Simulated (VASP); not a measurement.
# Pd (Fm-3m) in VASP: single point with PBEsol+D4

Aim: the single point of Pd with PBEsol+D4.

Program: VASP 6.6.1. These are calculated values, not measurements. Logs are shortened: lines on timing, memory, paths and dates and some standing lists are left out, and cuts for length are marked.

## (1) The cell of the first run

The structure is cubic, space group Fm-3m (No. 225). Conventional cell: a = 3.856 Å, b = 3.856 Å, c = 3.856 Å, α = 90.00°, β = 90.00°, γ = 90.00°. Within 3.6 Å of Pd (site symmetry m-3m) lie 12 Pd at 2.73 Å.

## (2) Single point, PBEsol+D4

INCAR reads:

```
ALGO     = Normal         # electronic algorithm
EDIFF    = 1E-6           # SCF threshold, eV
ENCUT    = 500            # plane-wave cutoff, eV
GGA      = PS             # functional
GGA_COMPAT= F            
ISIF     = 2              # what is computed and relaxed
ISMEAR   = 0              # smearing method
IVDW     = 13             # dispersion correction
LASPH    = T              # aspherical terms in the spheres
LCHARG   = T              # write CHGCAR
LELF     = T              # ELF
LREAL    = F              # projectors in reciprocal space
LVHAR    = T            
LWAVE    = F              # write WAVECAR
NBANDS   = 11             # bands
NELM     = 120            # most SCF steps
PREC     = Accurate       # precision mode
SIGMA    = 0.1            # smearing width, eV
```

KPOINTS reads:

```
k-points
0
Gamma
  18 18 18
```

POSCAR reads:

```
Pd
1.0
    0.0000000000      1.9282490079      1.9282490079
    1.9282490079      0.0000000000      1.9282490079
    1.9282490079      1.9282490079      0.0000000000
Pd
1
Direct
    0.0000000000      0.0000000000      0.0000000000
```

Potentials or basis: VASP PAW PBE potentials, release 64 (Pd).

Run with:

```console
$ cat potpaw_PBE.64/Pd/POTCAR > POTCAR
$ mpirun -np 1 vasp_std > vasp.out
```

OUTCAR:

```text
EDIFF = 1E-6
   ENCUT = 500
   GGA = PS
   ISIF = 2
   ISMEAR = 0
   IVDW = 13
   LASPH = T
   LREAL = F
   NELM = 120
   PREC = Accurate

 ion  position               nearest neighbor table
   1  0.000  0.000  0.000-

  LATTYP: Found a face centered cubic cell.
 ALAT       =     3.8564980158

  Lattice vectors:

 A1 = (   0.0000000000,   1.9282490079,   1.9282490079)
 A2 = (   1.9282490079,   0.0000000000,   1.9282490079)
 A3 = (   1.9282490079,   1.9282490079,   0.0000000000)

Analysis of symmetry for initial positions (statically):
=====================================================================
 Subroutine PRICEL returns:
 Original cell was already a primitive cell.

 Routine SETGRP: Setting up the symmetry group for a
 face centered cubic supercell.

 Subroutine GETGRP returns: Found 48 space group operations
 (whereof 48 operations were pure point group operations)
 out of a pool of 48 trial point group operations.

The static configuration has the point symmetry O_h .

Analysis of symmetry for dynamics (positions and initial velocities):
=====================================================================
 Subroutine PRICEL returns:
 Original cell was already a primitive cell.

 Routine SETGRP: Setting up the symmetry group for a
 face centered cubic supercell.

 Subroutine GETGRP returns: Found 48 space group operations
 (whereof 48 operations were pure point group operations)
 out of a pool of 48 trial point group operations.

The dynamic configuration has the point symmetry O_h .

 Subroutine INISYM returns: Found 48 space group operations
 (whereof 48 operations are pure point group operations),
 and found     1 'primitive' translations

----------------------------------------------------------------------------------------

                                     Primitive cell

  volume of cell :      14.3390

  direct lattice vectors                    reciprocal lattice vectors
     0.000000000  1.928249008  1.928249008    -0.259302610  0.259302610  0.259302610
     1.928249008  0.000000000  1.928249008     0.259302610 -0.259302610  0.259302610
     1.928249008  1.928249008  0.000000000     0.259302610  0.259302610 -0.259302610

  length of vectors
     2.726955899  2.726955899  2.726955899     0.449125295  0.449125295  0.449125295

  position of ions in fractional coordinates (direct lattice)
     0.000000000  0.000000000  0.000000000

  ion indices of the primitive-cell ions
   primitive index   ion index
                 1           1

----------------------------------------------------------------------------------------

 KPOINTS: k-points

Automatic generation of k-mesh.
 Grid dimensions read from file:
 generate k-points for:   18   18   18

 Generating k-lattice:

  Cartesian coordinates                     Fractional coordinates (reciprocal lattice)
    -0.014405701  0.014405701  0.014405701     0.055555556  0.000000000  0.000000000
     0.014405701 -0.014405701  0.014405701     0.000000000  0.055555556  0.000000000
     0.014405701  0.014405701 -0.014405701     0.000000000  0.000000000  0.055555556

  Length of vectors
     0.024951405  0.024951405  0.024951405

  Shift w.r.t. Gamma in fractional coordinates (k-lattice)
     0.000000000  0.000000000  0.000000000

 Subroutine IBZKPT returns following result:
 ===========================================

 Found    195 irreducible k-points:

 Following reciprocal coordinates:
            Coordinates               Weight
  0.000000  0.000000  0.000000      1.000000
  0.055556  0.000000  0.000000      8.000000
  0.111111  0.000000  0.000000      8.000000
  0.166667  0.000000  0.000000      8.000000
  0.222222  0.000000  0.000000      8.000000
  0.277778  0.000000  0.000000      8.000000
[... 16 lines left out ...]
 -0.277778  0.055556  0.000000     24.000000
 -0.222222  0.055556  0.000000     24.000000
 [... further k-points ...]
   k-points           NKPTS =    195   k-points in BZ     NKDIM =    195   number of bands    NBANDS=     11
   number of dos      NEDOS =    301   number of ions     NIONS =      1
   total plane-waves  NPLWV =   8000
   dimension x,y,z NGX =    20 NGY =   20 NGZ =   20
   dimension x,y,z NGXF=    40 NGYF=   40 NGZF=   40
   ions per type =               1
   NGX,Y,Z   is equivalent  to a cutoff of  12.19, 12.19, 12.19 a.u.
   NGXF,Y,Z  is equivalent  to a cutoff of  24.39, 24.39, 24.39 a.u.
 SYSTEM =  unknown system
   PREC   = accura    normal or accurate (medium, high low for compatibility)
   ISTART =      0    job   : 0-new  1-cont  2-samecut
   ICHARG =      2    charge: 1-file 2-atom 10-const
   ISPIN  =      1    spin polarized calculation?
   LNONCOLLINEAR =      F non collinear calculations
   LSORBIT =      F    spin-orbit coupling
   LASPH  =      T    aspherical Exc in radial PAW
   ENCUT  =  500.0 eV  36.75 Ry    6.06 a.u.   4.97  4.97  4.97*2*pi/ulx,y,z
   NELM   =    120;   NELMIN=  2; NELMDL= -5     # of ELM steps
   EDIFF  = 0.1E-05   stopping-criterion for ELM
   LREAL  =      F    real-space projection
   EDIFFG = 0.1E-04   stopping-criterion for IOM
   NSW    =      0    number of steps for IOM
   IBRION =     -1    ionic relax: 0-MD 1-quasi-New 2-CG
   NFREE  =      0    steps in history (QN), initial steepest desc. (CG)
   ISIF   =      2    stress and relaxation
   ISYM   =      2    0-nonsym 1-usesym 2-fastsym
   POTIM  = 0.5000    time-step for ionic-motion
   TEBEG  =    0.0;   TEEND  =   0.0 temperature during run
   PSTRESS=    0.0 pullay stress
   NELECT =      10.0000    total number of electrons
   NUPDOWN=      -1.0000    fix difference up-down
   EMIN   =  10.00;   EMAX   =-10.00  energy-range for DOS
   EFERMI =   0.00;   METHOD = LEGACY
   ISMEAR =     0;   SIGMA  =   0.10  broadening in eV -4-tet -1-fermi 0-gaus
   EFERMI_NEDOS =   21; number of points for ismear=-14 and -15
   IALGO  =     38    algorithm
   IMIX   =      4    mixing-type and parameters
     AMIX     =   0.40;   BMIX     =  1.00
     AMIX_MAG =   1.60;   BMIX_MAG =  1.00
  volume/ion in A,a.u.               =      14.34        96.76
  Fermi-wavevector in a.u.,A,eV,Ry     =   1.451783  2.743472 28.676645  2.107674
  Thomas-Fermi vector in A             =   2.569240
   LORBIT       =      0    0 simple, 1 ext, 2 COOP (PROOUT), +10 PAW based schemes
   GGA     = PS    functional components
   LHFCALC =     F    Hartree Fock is set to
   AEXX    =    0.0000 exact exchange contribution
   IVDW    =    13    specifies the selected vdW correction
   LEPSILON=     F    determine dielectric tensor
   LRPA    =     F    only Hartree local field effects (RPA)
 non-spin polarized calculation
 Gauss-broadening in eV      SIGMA  =   0.10
  energy-cutoff  :      500.00
  volume of cell :       14.34
 maximum number of plane-waves:       375
   NGX =  9   NGY =  9   NGZ =  9

 number of electron      10.0000004 magnetization

 Free energy of the ion-electron system (eV)
  ---------------------------------------------------
  ext. energy  EPLUGINS =         0.00000000
  ---------------------------------------------------
  free energy    TOTEN  =        -5.96780456 eV

  energy without entropy =       -5.95654030  energy(sigma->0) =       -5.96217243

 E-fermi :  10.1109     XC(G=0): -13.5567

 val. band max:       10.1101082101   @ k =  -0.4444   0.3889   0.1111
 cond. band min:      10.1124092295   @ k =   0.5000   0.1111   0.0000
 fundamental gap:      0.0023010194
 Fermi energy:        10.1108532631

 k-point     1 :       0.0000    0.0000    0.0000
  band No.  band energies     occupation
      1       2.6433      2.00000
      2       7.1200      2.00000
      3       7.1200      2.00000
      4       7.1200      2.00000
      5       8.8301      2.00000
      6       8.8301      2.00000
      7      27.2420      0.00000
      8      32.1753      0.00000
      9      32.1753      0.00000
     10      32.1753      0.00000
     11      36.1043      0.00000

 k-point     2 :       0.0556    0.0000    0.0000
  band No.  band energies     occupation
      1       2.7587      2.00000
      2       7.0770      2.00000
      3       7.1611      2.00000
      4       7.1611      2.00000
      5       8.8097      2.00000
      6       8.8097      2.00000
      7      27.3731      0.00000
      8      31.4130      0.00000
      9      32.3142      0.00000
     10      32.3142      0.00000
     11      36.1437      0.00000

 k-point     3 :       0.1111    0.0000    0.0000
  band No.  band energies     occupation
      1       3.0919      2.00000
      2       6.9695      2.00000
      3       7.2687      2.00000
      4       7.2687      2.00000
      5       8.7664      2.00000
      6       8.7664      2.00000
      7      27.6803      0.00000
      8      29.8642      0.00000
      9      32.7103      0.00000
     10      32.7103      0.00000
     11      36.1693      0.00000

 k-point     4 :       0.1667    0.0000    0.0000
  band No.  band energies     occupation
      1       3.5943      2.00000
      2       6.8673      2.00000
      3       7.3895      2.00000
      4       7.3895      2.00000
      5       8.7584      2.00000
      6       8.7584      2.00000
      7      27.4900      0.00000
      8      28.6110      0.00000
      9      33.2933      0.00000
     10      33.2933      0.00000
     11      36.2294      0.00000
[... 239 lines left out ...]
 k-point    22 :      -0.3333    0.0556    0.0000
  band No.  band energies     occupation
      1       4.7301      2.00000
      2       7.2110      2.00000
      3       7.2987      2.00000
      4       8.2578      2.00000
      5       9.3733      2.00000
      6      10.1182      0.91757
      7      21.1248      0.00000
      8      27.4340      0.00000
      9      31.4669      0.00000
     10      33.5610      0.00000
     11      36.1167      0.00000

 k-point    23 :      -0.2778    0.0556    0.0000
  band No.  band energies     occupation
      1       4.6874      2.00000
      2       7.2667      2.00000
      3       7.4161      2.00000
      4       7.4829      2.00000
      5       8.9981      2.00000
      6       9.6305      2.00000
      7      23.1653      0.00000
      8      27.9664      0.00000
      9      32.1295      0.00000
     10      35.0810      0.00000
     11      35.4203      0.00000

 k-point    24 :      -0.2222    0.0556    0.0000
  band No.  band energies     occupation
      1       4.3976      2.00000
      2       6.8719      2.00000
      3       7.4605      2.00000
      4       7.4983      2.00000
      5       8.6962      2.00000
      6       9.2496      2.00000
      7      25.2041      0.00000
      8      28.3877      0.00000
      9      32.5764      0.00000
     10      34.8775      0.00000
     11      35.3356      0.00000

 [... further k-points ...]

------------------------ aborting loop because EDIFF is reached ----------------------------------------

  DFT-D4 for vdW energy calculation

  Edisp (eV):   -0.29396

  FORCE on cell =-STRESS in cart. coord.  units (eV):
  Direction    XX          YY          ZZ          XY          YZ          ZX
  --------------------------------------------------------------------------------------
  -------------------------------------------------------------------------------------
  Total      -0.02457    -0.02457    -0.02457     0.00000     0.00000    -0.00000
  in kB      -2.74582    -2.74582    -2.74582     0.00000     0.00000    -0.00000
  external pressure =       -2.75 kB  Pullay stress =        0.00 kB

 VOLUME and BASIS-vectors are now :
 -----------------------------------------------------------------------------
  energy-cutoff  :      500.00
  volume of cell :       14.34
      direct lattice vectors                 reciprocal lattice vectors
     0.000000000  1.928249008  1.928249008    -0.259302610  0.259302610  0.259302610
     1.928249008  0.000000000  1.928249008     0.259302610 -0.259302610  0.259302610
     1.928249008  1.928249008  0.000000000     0.259302610  0.259302610 -0.259302610

 POSITION                                       TOTAL-FORCE (eV/Angst)
 -----------------------------------------------------------------------------------
      0.00000      0.00000      0.00000         0.000000      0.000000      0.000000
 -----------------------------------------------------------------------------------
    total drift:                                0.000000      0.000000     -0.000000

  FREE ENERGIE OF THE ION-ELECTRON SYSTEM (eV)
  ---------------------------------------------------
  free  energy   TOTEN  =        -6.2617612201 eV

  energy  without entropy=       -6.2504969647  energy(sigma->0) =       -6.25612909
```

Wall time 18 s (1 thread of Intel Xeon Platinum 8488C (Sapphire Rapids), shared host); peak memory 0.14 GiB.

What came out:

```yaml
Free_energy: -6.2618 eV
Pressure: -0.3 GPa
Band_gap_on_the_k_mesh: zero (bands 5 and 6 overlap by 1.66 eV)
Dispersion_energy_per_atom: -0.294 eV
```

Caveat: the PAW data sets were made with another functional, which shifts forces and pressure a little.
